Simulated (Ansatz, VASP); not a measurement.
**Two plane-wave programs on MnHg**

Contents of INCAR:

```
SYSTEM = MnHg
PREC     = Accurate       ! precision mode
ENCUT    = 520            ! plane-wave cutoff, eV
EDIFF    = 1E-6           ! SCF threshold, eV
ISMEAR   = 0              ! smearing method
SIGMA    = 0.1            ! smearing width, eV
LREAL    = .FALSE.        ! projectors in reciprocal space
LASPH    = .TRUE.         ! aspherical terms in the spheres
NELM     = 150            ! most SCF steps
ALGO     = Normal         ! electronic algorithm
ISIF     = 2              ! what is computed and relaxed
LWAVE    = .FALSE.        ! write WAVECAR
LCHARG   = .FALSE.        ! write CHGCAR
ISPIN    = 2              ! spin polarisation
MAGMOM   = 4.23 0         ! initial moments
LORBIT   = 11             ! projections on sites
LMAXMIX  = 4              ! l up to which the mixer works
GGA      = PS             ! functional
NBANDS   = 24             ! bands
```

File KPOINTS:

```
Automatic mesh
0
G
  12 12 12
  0 0 0
```

The input POSCAR:

```
MnHg
1.0
    3.3150000000      0.0000000000      0.0000000000
    0.0000000000      3.3150000000      0.0000000000
    0.0000000000      0.0000000000      3.3150000000
Mn Hg
1 1
Direct
    0.5000000000      0.5000000000      0.5000000000
    0.0000000000      0.0000000000      0.0000000000
```

Input for Ansatz:

```yaml
crystal:
  lattice:
    - [3.315, 0.0, 0.0]
    - [0.0, 3.315, 0.0]
    - [0.0, 0.0, 3.315]
  atoms:
    - { symbol: Mn, position: [0.5, 0.5, 0.5], spin: 4.23 }
    - { symbol: Hg, position: [0.0, 0.0, 0.0] }
basis:
  ecutwfc: 420
kpoints:
  mp_grid: { grid: [12, 12, 12] }
hamiltonian:
  xc: pbesol
scf:
  occupations: { method: gaussian, width: 0.1 }
output:
  forces: true
  stress: true
  eigenvalues: true
  populations: true
  write_density: true
  write_potential: true
  elf: true
  volumetric_format: npy
magnetization:
  spin_polarized: true
```

Alike in both runs: task single point; functional PBEsol; k mesh 12 × 12 × 12; occupations gaussian, width 0.1 eV; collinear spin.

|  | VASP | Ansatz |
| --- | --- | --- |
| version | VASP 6.6.1 | Ansatz 0.2.0 |
| potentials or method | VASP PAW PBE potentials, release 64 (Mn_pv, Hg), cutoff 520 eV | scalar-relativistic, plane waves, PAW |
| valence electrons in the cell | 25 | 35 |

|  | VASP | Ansatz | Ansatz less VASP |
| --- | --- | --- | --- |
| gap on the k mesh at the Fermi level (eV) | none | none | - |
| pressure (GPa) | -4.4 | -4.8 | -0.49 |
| net moment per atom (μB) | 1.96 | 1.96 | -0.002 |
| size of the moment on the site where the two differ most (μB) | 3.83 | 3.88 | +0.054 |

VASP's potentials were made for PBE, not for PBEsol. Site moments also hang on the region over which each program counts them. A gap of «none» marks a metal or a gap that the smearing closes. VASP's potentials hold 25 valence electrons a cell and Ansatz's 35, so a difference there can come from the potentials and not from the codes.

Neither program's run includes spin-orbit coupling.
